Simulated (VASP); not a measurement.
A run of VASP 6.6.1:

The input INCAR:

```
SYSTEM = Hf2Ga
  PREC = Accurate
  ENCUT = 520
  EDIFF = 1E-6
  ISMEAR = 0
  SIGMA = 0.1
  LREAL = .FALSE.
  LASPH = .TRUE.
  NELM = 60
  ALGO = Fast
  ISIF = 2
  LWAVE = .FALSE.
  LCHARG = .FALSE.
  GGA = PS
  NBANDS = 42
```

The input KPOINTS:

```
regular mesh
0
G
  8 8 8
  0 0 0
```

POSCAR

```
Hf2Ga
1.0
   -3.3058201671      3.3058201671      2.6230722630
    3.3058201671     -3.3058201671      2.6230722630
    3.3058201671      3.3058201671     -2.6230722630
Hf Ga
4 2
Direct
    0.1540640022      0.6540640022      0.8081280043
    0.6540640022      0.8459359978      0.5000000000
    0.8459359978      0.3459359978      0.1918719957
    0.3459359978      0.1540640022      0.5000000000
    0.7500000000      0.7500000000      0.0000000000
    0.2500000000      0.2500000000      0.0000000000
```

Potentials or basis: VASP PAW PBE potentials, release 64 (Hf_pv, Ga_d).

Launch:

```bash
$ cat potpaw_PBE.64/Hf_pv/POTCAR potpaw_PBE.64/Ga_d/POTCAR > POTCAR
$ mpirun -np 1 vasp_std > vasp.out
```

Hardware: 1 thread of Oxide Virtual Turin-like Processor, on a shared host.

**Question.** How long does it take, and how much memory?

**Answer.** Wall time 8.8 min on 1 thread of Oxide Virtual Turin-like Processor (shared host), peak memory 0.35 GiB. Counts: scf iterations 18, k points 59.
